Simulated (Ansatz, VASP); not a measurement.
## C: VASP beside Ansatz

```
C
1.0
     2.46125    0.00000    0.00000
    -1.23062    2.13150    0.00000
     0.00000    0.00000    4.16278
C
4
Direct
  0.33333 0.66667 0.00006
  0.66667 0.33333 0.50006
  0.33333 0.66667 0.37394
  0.66667 0.33333 0.87394
```

Change from the starting cell: strained cell.

Alike in both runs: functional PBEsol; k mesh 9 × 9 × 6; occupations gaussian, width 0.02 eV; no spin polarisation.

Ansatz relaxed the structure, and its values are those at the end. VASP's run is a single point on that final structure, the one shown.

|  | VASP | Ansatz |
| --- | --- | --- |
| version | VASP 6.6.1 | Ansatz 0.2.0 |
| potentials or method | VASP PAW PBE potentials, release 64 (C), cutoff 520 eV | scalar-relativistic, plane waves, PAW |
| valence electrons in the cell | 16 | 16 |

|  | VASP | Ansatz | Ansatz less VASP |
| --- | --- | --- | --- |
| gap on the k mesh at the Fermi level (eV) | 2.87 | 2.89 | +0.020 |
| least direct gap on the mesh (eV) | 4.95 | 4.95 | +0.002 |
| pressure (GPa) | 15.4 | 14.1 | -1.30 |
| rms of the force components (eV/Å) | 0.007 | 0.000 | -0.0068 |

VASP's potentials were made for PBE, not for PBEsol, and Ansatz warns of the same on its side. With one functional, cell and mesh, what is left measures potentials, basis and numerics. Ansatz's warnings: stress scf threshold loose.
